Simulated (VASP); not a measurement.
Here is a VASP 6.6.1 calculation.

File INCAR:

```
PREC = Accurate
ENCUT = 520
EDIFF = 1E-7
ISMEAR = 0
SIGMA = 0.1
LREAL = F
LASPH = T
NELM = 80
ALGO = Normal
ISIF = 2
LWAVE = F
LCHARG = T
GGA = PE
LELF = T
LVHAR = T
NBANDS = 61
```

File KPOINTS:

```
regular mesh
0
Gamma
  8 8 4
```

POSCAR

```
Bi3O
1.0
    4.0262078714      0.0000000000      0.0000000000
    0.0000000000      4.0262078714      0.0000000000
    0.0000000000      0.0000000000     12.8843013634
Bi O
6 2
Direct
    0.5000000000      0.0000000000      0.9023445302
    0.0000000000      0.5000000000      0.0976554698
    0.5000000000      0.0000000000      0.6019237437
    0.0000000000      0.5000000000      0.7235211573
    0.0000000000      0.5000000000      0.3980762563
    0.5000000000      0.0000000000      0.2764788427
    0.5000000000      0.5000000000      0.0000000000
    0.0000000000      0.0000000000      0.0000000000
```

Potentials or basis: VASP PAW PBE potentials, release 64 (Bi_d, O).

Command:

```console
$ cat potpaw_PBE.64/Bi_d/POTCAR potpaw_PBE.64/O/POTCAR > POTCAR
$ mpirun -np 1 vasp_std > vasp.out
```

Task: What does it give for the pressure?

Result: 0.0 GPa.

Task: What does it give for the largest force?

Result: 0.032 eV/Å.

Task: Predict the band gap on the k mesh.

Result: Zero (bands 51 and 52 overlap by 2.31 eV).

Forces on the atoms (eV/Å):
```
Bi   0.000  0.000 -0.032
Bi   0.000  0.000  0.032
Bi   0.000  0.000 -0.004
Bi   0.000  0.000  0.003
Bi   0.000  0.000  0.004
Bi   0.000  0.000 -0.003
O    0.000  0.000  0.000
O    0.000  0.000  0.000
```

Caveat: spin-orbit coupling is left out, which moves the levels of the heavy elements.
